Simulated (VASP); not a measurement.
HF, 16 atoms in the cell. The cell holds a disordered packing, 16 atoms: a = 6.256 Å, b = 6.256 Å, c = 6.256 Å, α = 90.00°, β = 90.00°, γ = 90.00°. 

* Program: VASP 6.6.1
* Task: single point
* Functional: PBE
* Dispersion: D3(BJ)
* Potentials or basis: VASP PAW PBE potentials, release 64 (F_h, H_h)
* Cutoff: 1010 eV
* k mesh: 1 × 1 × 1
* Occupations: fermi-dirac, width 0.02 eV
* Spin: no spin polarisation
* Dipole correction: no
* Further INCAR settings: LREAL = Auto; ALGO = Normal; EDIFF = 1e-06; NBANDS = 46

Potentials or basis: VASP PAW PBE potentials, release 64 (F_h, H_h).

Run with:

```bash
$ cat potpaw_PBE.64/F_h/POTCAR potpaw_PBE.64/H_h/POTCAR > POTCAR
$ mpirun -np 1 vasp_gam > vasp.out
```

Hardware: 1 thread of Intel(R) Xeon(R) 6975P-C (Granite Rapids), on a shared host.

**Question.** How long does it take, and how much memory?

**Answer.** Run time: 50 s on 1 thread of Intel(R) Xeon(R) 6975P-C (Granite Rapids), on a shared host, peak memory 0.63 GiB. Counts: scf iterations 15, k points 1.
